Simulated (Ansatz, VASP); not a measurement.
**One calculation of CdTe4, two programs**

Contents of INCAR:

```
SYSTEM = CdTe4
PREC     = Accurate       ! precision mode
ENCUT    = 600            ! plane-wave cutoff, eV
EDIFF    = 1E-6           ! SCF threshold, eV
ISMEAR   = 0              ! smearing method
SIGMA    = 0.1            ! smearing width, eV
LREAL    = .False.        ! projectors in reciprocal space
LASPH    = .True.         ! aspherical terms in the spheres
NELM     = 100            ! most SCF steps
ALGO     = Normal         ! electronic algorithm
ISIF     = 3              ! what is computed and relaxed
LWAVE    = .False.        ! write WAVECAR
LCHARG   = .False.        ! write CHGCAR
GGA      = PE             ! functional
IBRION   = 2              ! ionic algorithm
NSW      = 100            ! ionic steps
EDIFFG   = -0.01          ! ionic threshold
```

The input KPOINTS:

```
Automatic mesh
0
Gamma
  8 8 8
  0 0 0
```

POSCAR

```
CdTe4
1.0
    5.5368876017      0.0000000000      0.0000000000
    0.0000000000      5.5368876017      0.0000000000
    0.0000000000      0.0000000000      5.5368876017
Cd Te
1 4
Direct
    0.0000000000      0.0000000000      0.0000000000
    0.2982540744      0.2982540744      0.2982540744
    0.7017459256      0.7017459256      0.2982540744
    0.2982540744      0.7017459256      0.7017459256
    0.7017459256      0.2982540744      0.7017459256
```

Input for Ansatz:

```yaml
crystal:
  lattice:
    - [5.5368876017, 0.0, 0.0]
    - [0.0, 5.5368876017, 0.0]
    - [0.0, 0.0, 5.5368876017]
  atoms:
    - { symbol: Cd, position: [0.0, 0.0, 0.0] }
    - { symbol: Te, position: [0.2982540744, 0.2982540744, 0.2982540744] }
    - { symbol: Te, position: [0.7017459256, 0.7017459256, 0.2982540744] }
    - { symbol: Te, position: [0.2982540744, 0.7017459256, 0.7017459256] }
    - { symbol: Te, position: [0.7017459256, 0.2982540744, 0.7017459256] }
basis:
  ecutwfc: 420
kpoints:
  mp_grid: { grid: [8, 8, 8] }
hamiltonian:
  xc: pbe
scf:
  occupations: { method: gaussian, width: 0.1 }
output:
  forces: true
  stress: true
  eigenvalues: true
  write_density: true
  write_potential: true
  elf: true
  volumetric_format: npy
relax:
  adjacent_minimum: "off"
  f_tol: 0.01
  max_steps: 80
  cell: { stress_tol: 0.05 }
```

Change from the starting cell: species swapped into the SnI4 type (P-43m, No. 215).

Alike in both runs: task relaxation of cell and atoms; functional PBE; k mesh 8 × 8 × 8; occupations gaussian, width 0.1 eV; no spin polarisation.

|  | VASP | Ansatz |
| --- | --- | --- |
| version | VASP 6.6.1 | Ansatz 0.2.0 |
| potentials or method | VASP PAW PBE potentials, release 64 (Cd, Te), cutoff 600 eV | scalar-relativistic, plane waves, PAW |
| valence electrons in the cell | 36 | 84 |

```tsv
	VASP	Ansatz	Ansatz less VASP
gap on the k mesh at the Fermi level, each at its own relaxed structure (eV)	none	none	-
relaxed volume (Å³/atom)	33.61	33.59	-0.028
relaxed cell length with the largest relative difference (Å)	5.519	5.517	-0.0015
```

A gap of «none» marks a metal or a gap that the smearing closes. VASP's potentials hold 36 valence electrons a cell and Ansatz's 84, so a difference there can come from the potentials and not from the codes.

Neither program's run includes spin-orbit coupling.
